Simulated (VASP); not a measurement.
# Ti (P6_3/mmc) in VASP: relaxation of shape and atoms at fixed volume with PBE

Aim: the relaxation of shape and atoms at fixed volume of Ti with PBE.

All numbers are computed with VASP 6.6.1; they aren't measurements. Logs are shortened: lines on timing, memory, paths and dates and some standing lists are left out, and cuts for length are marked.

## 1. The cell of the first run

It takes space group P6_3/mmc (No. 194, hexagonal). Conventional cell: a = 3.035 Å, b = 3.035 Å, c = 4.795 Å, α = 90.00°, β = 90.00°, γ = 120.00°. Ti (site symmetry -6m2) has 12 Ti at 2.97 to 3.04 Å within 3.9 Å.

## 2. Relaxation of shape and atoms at fixed volume, PBE (19.13 Å³/atom)

The input, INCAR:

```
SYSTEM = Ti
PREC     = Accurate       ! precision mode
ENCUT    = 600            ! plane-wave cutoff, eV
EDIFF    = 1E-6           ! SCF threshold, eV
ISMEAR   = 0              ! smearing method
SIGMA    = 0.1            ! smearing width, eV
LREAL    = .False.        ! projectors in reciprocal space
LASPH    = .True.         ! aspherical terms in the spheres
NELM     = 60             ! most SCF steps
ALGO     = Fast           ! electronic algorithm
ISIF     = 4              ! what is computed and relaxed
LWAVE    = .False.        ! write WAVECAR
LCHARG   = .False.        ! write CHGCAR
GGA      = PE             ! functional
IBRION   = 2              ! ionic algorithm
NSW      = 50             ! ionic steps
EDIFFG   = -0.01          ! ionic threshold
```

The input, KPOINTS:

```
Automatic mesh
0
Gamma
  18 18 10
  0 0 0
```

The input, POSCAR:

```
Ti
1.0
    3.0350936465      0.0000000000      0.0000000000
   -1.5175468233      2.6284682007      0.0000000000
    0.0000000000      0.0000000000      4.7953134652
Ti
2
Direct
    0.3333333333      0.6666666667      0.2500000000
    0.6666666667      0.3333333333      0.7500000000
```

Potentials or basis: VASP PAW PBE potentials, release 64 (Ti_sv).

Started as:

```bash
$ cat potpaw_PBE.64/Ti_sv/POTCAR > POTCAR
$ mpirun -np 1 vasp_std > vasp.out
```

OUTCAR:

```text
SYSTEM = Ti
   PREC = Accurate
   ENCUT = 600
   EDIFF = 1E-6
   ISMEAR = 0
   LREAL = .False.
   LASPH = .True.
   NELM = 60
   ISIF = 4
   GGA = PE
   IBRION = 2
   NSW = 50
   EDIFFG = -0.01

 ion  position               nearest neighbor table
   1  0.333  0.667  0.250-
   2  0.667  0.333  0.750-

  LATTYP: Found a hexagonal cell.
 ALAT       =     3.0350936465
 C/A-ratio  =     1.5799556863

  Lattice vectors:

 A1 = (   3.0350936465,   0.0000000000,   0.0000000000)
 A2 = (  -1.5175468233,   2.6284682007,   0.0000000000)
 A3 = (   0.0000000000,   0.0000000000,   4.7953134652)

Analysis of symmetry for initial positions (statically):
=====================================================================
 Subroutine PRICEL returns:
 Original cell was already a primitive cell.

 Routine SETGRP: Setting up the symmetry group for a
 hexagonal supercell.

 Subroutine GETGRP returns: Found 24 space group operations
 (whereof 12 operations were pure point group operations)
 out of a pool of 24 trial point group operations.

The static configuration has the point symmetry D_3d.
 The point group associated with its full space group is D_6h.

Analysis of symmetry for dynamics (positions and initial velocities):
=====================================================================
 Subroutine PRICEL returns:
 Original cell was already a primitive cell.

 Routine SETGRP: Setting up the symmetry group for a
 hexagonal supercell.

 Subroutine GETGRP returns: Found 24 space group operations
 (whereof 12 operations were pure point group operations)
 out of a pool of 24 trial point group operations.

The dynamic configuration has the point symmetry D_3d.
 The point group associated with its full space group is D_6h.

 Subroutine INISYM returns: Found 24 space group operations
 (whereof 12 operations are pure point group operations),
 and found     1 'primitive' translations

----------------------------------------------------------------------------------------

                                     Primitive cell

  volume of cell :      38.2553

  direct lattice vectors                    reciprocal lattice vectors
     3.035093647  0.000000000  0.000000000     0.329479125  0.190224862  0.000000000
[... 85 lines left out ...]
   NELM   =     60;   NELMIN=  2; NELMDL= -5     # of ELM steps
   EDIFF  = 0.1E-05   stopping-criterion for ELM
   LREAL  =      F    real-space projection
   EDIFFG = -.1E-01   stopping-criterion for IOM
   NSW    =     50    number of steps for IOM
   IBRION =      2    ionic relax: 0-MD 1-quasi-New 2-CG
   NFREE  =      1    steps in history (QN), initial steepest desc. (CG)
   ISIF   =      4    stress and relaxation
   ISYM   =      2    0-nonsym 1-usesym 2-fastsym
   POTIM  = 0.5000    time-step for ionic-motion
   TEBEG  =    0.0;   TEEND  =   0.0 temperature during run
   PSTRESS=    0.0 pullay stress
   NELECT =      24.0000    total number of electrons
   NUPDOWN=      -1.0000    fix difference up-down
   EMIN   =  10.00;   EMAX   =-10.00  energy-range for DOS
   EFERMI =   0.00;   METHOD = LEGACY
   ISMEAR =     0;   SIGMA  =   0.10  broadening in eV -4-tet -1-fermi 0-gaus
   EFERMI_NEDOS =   21; number of points for ismear=-14 and -15
   IALGO  =     68    algorithm
   IMIX   =      4    mixing-type and parameters
     AMIX     =   0.40;   BMIX     =  1.00
     AMIX_MAG =   1.60;   BMIX_MAG =  1.00
  volume/ion in A,a.u.               =      19.13       129.08
  Fermi-wavevector in a.u.,A,eV,Ry     =   1.401462  2.648379 26.723142  1.964096
  Thomas-Fermi vector in A             =   2.524321
   LORBIT       =      0    0 simple, 1 ext, 2 COOP (PROOUT), +10 PAW based schemes
   GGA     = PE    functional components
   LHFCALC =     F    Hartree Fock is set to
   AEXX    =    0.0000 exact exchange contribution
   IVDW    =     0    specifies the selected vdW correction
   LEPSILON=     F    determine dielectric tensor
   LRPA    =     F    only Hartree local field effects (RPA)
 conjugate gradient relaxation of ions
 non-spin polarized calculation
 RMM-DIIS sequential band-by-band and
 Gauss-broadening in eV      SIGMA  =   0.10
  energy-cutoff  :      600.00
  volume of cell :       38.26
 maximum number of plane-waves:      1302
   NGX = 13   NGY = 13   NGZ = 19

 number of electron      24.0000000 magnetization

 Free energy of the ion-electron system (eV)
  ---------------------------------------------------
  ext. energy  EPLUGINS =         0.00000000
  ---------------------------------------------------
  free energy    TOTEN  =       -15.56909538 eV

  energy without entropy =      -15.55818877  energy(sigma->0) =      -15.56364207

 E-fermi :   7.3617     XC(G=0): -11.0504

 val. band max:        7.3614132014   @ k =   0.3333   0.2778   0.3000
 cond. band min:       7.3643173988   @ k =   0.3333   0.1667   0.4000
 fundamental gap:      0.0029041974
 Fermi energy:         7.3617040781

 k-point     1 :       0.0000    0.0000    0.0000
  band No.  band energies     occupation
      1     -49.6752      2.00000
      2     -49.5826      2.00000
      3     -26.1692      2.00000
      4     -25.6899      2.00000
      5     -25.6899      2.00000
      6     -25.6513      2.00000
[... 433 lines left out ...]
      3     -26.0052      2.00000
      4     -25.9485      2.00000
      5     -25.9206      2.00000
      6     -25.8093      2.00000
[... 8 lines left out ...]
     15       8.4009      0.00000
     16      10.1134      0.00000

 [... further k-points ...]

------------------------ aborting loop because EDIFF is reached ----------------------------------------

  FORCE on cell =-STRESS in cart. coord.  units (eV):
  Direction    XX          YY          ZZ          XY          YZ          ZX
  --------------------------------------------------------------------------------------
  -------------------------------------------------------------------------------------
  Total       -2.1705763     -2.1705763     -2.1825547      0.0000000     -0.0000000      0.0000000
  in kB      -90.9062670    -90.9062670    -91.4079350      0.0000000     -0.0000000      0.0000000
  external PRESSURE =     -91.0734897 kB  Pullay stress =       0.0000000 kB

 VOLUME and BASIS-vectors are now :
 -----------------------------------------------------------------------------
  energy-cutoff  :      600.00
  volume of cell :       38.26
      direct lattice vectors                 reciprocal lattice vectors
     3.035093647  0.000000000  0.000000000     0.329479125  0.190224862  0.000000000
    -1.517546823  2.628468201  0.000000000     0.000000000  0.380449723  0.000000000
     0.000000000  0.000000000  4.795313465     0.000000000  0.000000000  0.208536941

 POSITION                                       TOTAL-FORCE (eV/Angst)
 -----------------------------------------------------------------------------------
     -0.00000      1.75231      1.19883        -0.000000      0.000000      0.000000
      1.51755      0.87616      3.59649         0.000000     -0.000000      0.000000
 -----------------------------------------------------------------------------------
    total drift:                               -0.000000      0.000000     -0.000000

  FREE ENERGIE OF THE ION-ELECTRON SYSTEM (eV)
  ---------------------------------------------------
  free  energy   TOTEN  =       -15.5690953818 eV

  energy  without entropy=      -15.5581887653  energy(sigma->0) =      -15.56364207

 reached required accuracy - stopping structural energy minimisation
```

CONTCAR:

```text
Ti
   1.00000000000000
     3.0350936465000000    0.0000000000000000    0.0000000000000000
    -1.5175468233000000    2.6284682007000000    0.0000000000000000
     0.0000000000000000    0.0000000000000000    4.7953134651999996
  Ti
     2
Direct
     0.3333333332999970    0.6666666667000030    0.2500000000000000
     0.6666666667000030    0.3333333332999970    0.7500000000000000

  0.00000000E+00  0.00000000E+00  0.00000000E+00
  0.00000000E+00  0.00000000E+00  0.00000000E+00
```

Run time: 8.5 min. Hardware: 1 thread of AMD EPYC 7R13, shared host; peak memory 0.24 GiB.

Results:

```yaml
Free_energy: -15.5691 eV
Pressure_after_relaxing: -9.1 GPa
Band_gap_on_the_k_mesh: zero (bands 12 and 13 overlap by 1.03 eV)
```

Final structure:
```
Ti
1.0
     3.03509    0.00000    0.00000
    -1.51755    2.62847    0.00000
     0.00000    0.00000    4.79531
Ti
2
Direct
  0.33333 0.66667 0.25000
  0.66667 0.33333 0.75000
```

Caveat: the relaxation stopped at its first step, so nothing moved.
